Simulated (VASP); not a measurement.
Set up this calculation in VASP 6.6.1, as the native input.

```
Task                   : single point
Functional             : BLYP
Dispersion             : D3(BJ)
Potentials or basis    : VASP PAW PBE potentials, release 64 (Cd, S)
Cutoff                 : 520 eV
k mesh                 : 8 × 8 × 8
Occupations            : fermi-dirac, width 0.05 eV
Spin                   : no spin polarisation
Dipole correction      : no
Further INCAR settings : ALGO = Normal; EDIFF = 1e-07; NBANDS = 16
```

The structure of CdS lies in POSCAR:

```
CdS
1.0
    0.0000000000      2.7226363661      2.7226363661
    2.7226363661      0.0000000000      2.7226363661
    2.7226363661      2.7226363661      0.0000000000
Cd S
1 1
Direct
    0.0000000000      0.0000000000      0.0000000000
    0.5000000000      0.5000000000      0.5000000000
```

One way to write it, as run:

INCAR

```
  PREC = Accurate
  ENCUT = 520
  EDIFF = 1E-7
  ISMEAR = -1
  SIGMA = 0.05
  LREAL = F
  LASPH = T
  NELM = 60
  ALGO = Normal
  ISIF = 2
  LWAVE = F
  LCHARG = F
  GGA = B5
  ALDAX = 1.0
  AGGAX = 1.0
  AGGAC = 1.0
  ALDAC = 0.0
  IVDW = 12
  VDW_S6 = 1.0
  VDW_S8 = 2.6996
  VDW_A1 = 0.4298
  VDW_A2 = 4.2359
  NBANDS = 16
```

KPOINTS

```
regular mesh
0
Gamma
  8 8 8
```

Potentials or basis: VASP PAW PBE potentials, release 64 (Cd, S).

Run with:

```console
$ cat potpaw_PBE.64/Cd/POTCAR potpaw_PBE.64/S/POTCAR > POTCAR
$ mpirun -np 1 vasp_std > vasp.out
```

It gave:

```json
{
  "Pressure": "0.5 GPa",
  "Band gap on the k mesh": "0.18 eV, indirect (least direct gap 1.75 eV)",
  "Dispersion energy per atom": "-0.859 eV"
}
```

Caveat: the PAW data sets were made with another functional, which shifts forces and pressure a little.

It took 15 s on 1 thread of Intel(R) Xeon(R) 6975P-C (Granite Rapids), with other jobs on the host, peak memory 0.18 GiB.
